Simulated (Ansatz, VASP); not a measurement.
## Ti in VASP and in Ansatz

File INCAR:

```
  ALGO = Fast
  EDIFF = 1E-6
  ENCUT = 520
  GGA = PS
  ISIF = 2
  ISMEAR = 0
  LASPH = T
  LCHARG = F
  LREAL = F
  LWAVE = F
  NBANDS = 12
  NELM = 100
  PREC = Accurate
  SIGMA = 0.15
```

File KPOINTS:

```
k-points
0
Gamma
  20 20 20
```

Contents of POSCAR:

```
Ti
1.0
    0.0888125000      2.0300000000      2.0300000000
    2.0300000000      0.0888125000      2.0300000000
    2.1188125000      2.1188125000      0.0000000000
Ti
1
Direct
    0.0000000000      0.0000000000      0.0000000000
```

Input for Ansatz:

```yaml
crystal:
  lattice:
    - [0.0888125, 2.03, 2.03]
    - [2.03, 0.0888125, 2.03]
    - [2.1188125, 2.1188125, 0.0]
  atoms:
    - { symbol: Ti, position: [0.0, 0.0, 0.0] }
basis:
  ecutwfc: 420
kpoints:
  mp_grid: { grid: [20, 20, 20] }
hamiltonian:
  xc: pbesol
scf:
  occupations: { method: gaussian, width: 0.15 }
output:
  forces: true
  stress: true
  eigenvalues: true
```

Change from the starting cell: strain +0.0875 x Voigt [0, 0, 0, 0, 0, 1], atoms carried along.

Alike in both runs: task single point; functional PBEsol; k mesh 20 × 20 × 20; occupations gaussian, width 0.15 eV; no spin polarisation.

|  | VASP | Ansatz |
| --- | --- | --- |
| version | VASP 6.6.1 | Ansatz 0.2.0 |
| potentials or method | VASP PAW PBE potentials, release 64 (Ti_sv), cutoff 520 eV | scalar-relativistic, plane waves, PAW |
| valence electrons in the cell | 12 | 12 |

Ansatz gave:

| Quantity | Value |
| --- | --- |
| gap on the k mesh at the Fermi level (eV) | none |
| pressure (GPa) | 0.0 |
| traceless stress, the component that is largest in VASP (GPa) | -4.99 |

Question: What did VASP give for the same quantities?

Answer: gap on the k mesh at the Fermi level (eV): none; pressure (GPa): -0.4; traceless stress, the component that is largest in VASP (GPa): -4.94.

VASP's potentials were made for PBE, not for PBEsol. A gap of «none» marks a metal or a gap that the smearing closes.
